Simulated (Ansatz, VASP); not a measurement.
**Two plane-wave programs on Hg**

POSCAR

```
Hg
1.0
    5.4666960000      0.0000000000      0.0000000000
   -2.7333480000      4.7342980000      0.0000000000
    0.0000000000      0.0000000000      3.1852180000
Hg
3
Direct
    0.3333333333      0.6666666667      0.5000000000
    0.6666666667      0.3333333333      0.5000000000
    0.0000000000      0.0000000000      0.0000000000
```

Contents of INCAR.step1:

```
SYSTEM = Hg
PREC     = Accurate       ! precision mode
ENCUT    = 520            ! plane-wave cutoff, eV
ISMEAR   = 0              ! smearing method
SIGMA    = 0.5            ! smearing width, eV
LREAL    = .FALSE.        ! projectors in reciprocal space
LASPH    = .TRUE.         ! aspherical terms in the spheres
NELM     = 100            ! most SCF steps
NBANDS   = 25             ! bands
GGA      = PE             ! functional
ALGO     = Normal         ! electronic algorithm
EDIFF    = 1E-4           ! SCF threshold, eV
LWAVE    = .TRUE.         ! write WAVECAR
LCHARG   = .FALSE.        ! write CHGCAR
```

INCAR.step2

```
SYSTEM = Hg
PREC     = Accurate       ! precision mode
ENCUT    = 520            ! plane-wave cutoff, eV
EDIFF    = 1E-7           ! SCF threshold, eV
ISMEAR   = 0              ! smearing method
SIGMA    = 0.5            ! smearing width, eV
LREAL    = .FALSE.        ! projectors in reciprocal space
LASPH    = .TRUE.         ! aspherical terms in the spheres
NELM     = 100            ! most SCF steps
ALGO     = Normal         ! electronic algorithm
ISIF     = 2              ! what is computed and relaxed
LWAVE    = .FALSE.        ! write WAVECAR
LCHARG   = .TRUE.         ! write CHGCAR
METAGGA  = R2SCAN         ! meta-GGA
LMIXTAU  = .TRUE.       
IVDW     = 13             ! dispersion correction
VDW_S6   = 1.0          
VDW_S8   = 0.6018749    
VDW_A1   = 0.51559235   
VDW_A2   = 5.77342911   
LELF     = .TRUE.         ! ELF
LVHAR    = .TRUE.       
NBANDS   = 25             ! bands
ISTART   = 1
```

Contents of KPOINTS:

```
regular mesh
0
G
  6 6 9
  0 0 0
```

Input for Ansatz:

```yaml
crystal:
  lattice:
    - [5.466696, 0.0, 0.0]
    - [-2.733348, 4.734298, 0.0]
    - [0.0, 0.0, 3.185218]
  atoms:
    - { symbol: Hg, position: [0.3333333333333333, 0.6666666666666666, 0.5] }
    - { symbol: Hg, position: [0.6666666666666666, 0.3333333333333333, 0.5] }
    - { symbol: Hg, position: [0.0, 0.0, 0.0] }
kpoints:
  mp_grid:
    grid: [6, 6, 9]
hamiltonian:
  xc: r2scan
  dispersion: d4
scf:
  occupations:
    method: gaussian
    width: 0.5
output:
  stress: true
```

Alike in both runs: task single point; functional r2SCAN; dispersion D4; k mesh 6 × 6 × 9; occupations gaussian, width 0.5 eV; no spin polarisation.

|  | VASP | Ansatz |
| --- | --- | --- |
| version | VASP 6.6.1 | Ansatz 0.2.0 |
| potentials or method | VASP PAW PBE potentials, release 64 (Hg) | plane waves, PAW |
| plane-wave cutoff (eV) | 520 | 500 |
| valence electrons in the cell | 36 | 60 |

```csv
,VASP,Ansatz,Ansatz less VASP
pressure (GPa),-1.0,-1.2,-0.20
```

VASP's potentials were made for PBE, not for r2SCAN. VASP's potentials hold 36 valence electrons a cell and Ansatz's 60, so a difference there can come from the potentials and not from the codes.

Neither program's run includes spin-orbit coupling.
